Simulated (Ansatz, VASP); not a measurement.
**One calculation of PbSe, two programs**

```
CELL_PARAMETERS angstrom
0.07722 3.08870 3.08870
3.08870 0.07722 3.08870
3.16592 3.16592 0.00000
ATOMIC_POSITIONS crystal
Pb 0.00000 0.00000 0.00000
Se 0.50000 0.50000 0.50000
```

Change from the starting cell: shear_xy strain +5.0%.

Alike in both runs: task single point; functional r2SCAN; k mesh 8 × 8 × 8; occupations fermi-dirac, width 0.02 eV; no spin polarisation.

|  | VASP | Ansatz |
| --- | --- | --- |
| version | VASP 6.6.1 | Ansatz 0.2.0 |
| potentials or method | VASP PAW PBE potentials, release 64 (Pb_d, Se) | plane waves, PAW |
| plane-wave cutoff (eV) | 550 | 500 |
| valence electrons in the cell | 20 | 30 |

```tsv
	VASP	Ansatz	Ansatz less VASP
pressure (GPa)	0.0	0.0	-0.02
traceless stress, the component that is largest in VASP (GPa)	-0.92	-0.92	+0.001
```

VASP's potentials were made for PBE, not for r2SCAN. The functional is the same, so the differences come from potentials, cutoffs and numerics. VASP's potentials hold 20 valence electrons a cell and Ansatz's 30, so a difference there can come from the potentials and not from the codes.

Neither program's run includes spin-orbit coupling.
